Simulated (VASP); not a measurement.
Write the native input for VASP 6.6.1 that does the following.

```yaml
Task: single point
Functional: PBE
Potentials_or_basis: VASP PAW PBE potentials, release 64 (Cl, B, In_d)
Cutoff: 520 eV
k_mesh: 3 × 3 × 3
Occupations: gaussian, width 0.1 eV
Spin: no spin polarisation
Dipole_correction: no
Further_INCAR_settings: ALGO = Normal; EDIFF = 1e-07; NBANDS = 31
```

The structure of InBCl4 lies in POSCAR:

```
InBCl4
1.0
    0.0000000000      4.0822750000      4.0822750000
    4.0822750000      0.0000000000      4.0822750000
    4.0822750000      4.0822750000      0.0000000000
Cl B In
4 1 1
Direct
    0.5052742650      0.7464324427      0.6003129383
    0.1784775646      0.6105545315      0.4227996644
    0.7727985008      0.5207993092      0.1218068356
    0.5598453068      0.1838221335      0.7399933860
   -0.4100772241     -0.0209816830      0.1683830707
    0.2280218751      0.3196661175      0.2036881396
```

One way to write it, as run:

INCAR

```
SYSTEM = InBCl4
PREC = Accurate ; ENCUT = 520
EDIFF = 1E-7 ; ISMEAR = 0
SIGMA = 0.1 ; LREAL = .False.
LASPH = .True. ; NELM = 100
ALGO = Normal ; ISIF = 2
LWAVE = .False. ; LCHARG = .False.
GGA = PE ; NBANDS = 31
```

KPOINTS

```
Automatic mesh
0
Gamma
  3 3 3
  0 0 0
```

Potentials or basis: VASP PAW PBE potentials, release 64 (Cl, B, In_d).

Run with:

```console
$ cat potpaw_PBE.64/Cl/POTCAR potpaw_PBE.64/B/POTCAR potpaw_PBE.64/In_d/POTCAR > POTCAR
$ mpirun -np 1 vasp_std > vasp.out
```

It gave:

```yaml
Pressure: 6.8 GPa
Largest_force: 3.248 eV/Å
Band_gap_on_the_k_mesh: 0.24 eV, indirect (least direct gap 0.54 eV)
```

Caveat: the k points lie up to 0.44 Å⁻¹ apart; spin-orbit coupling is left out, which moves the levels of the heavy elements; forces of over 1 eV/Å act on the atoms, so gaps and moduli don't describe the material at rest.

Wall time 2.8 min on 1 thread of AMD EPYC 7R13, on a shared host, peak memory 0.31 GiB.
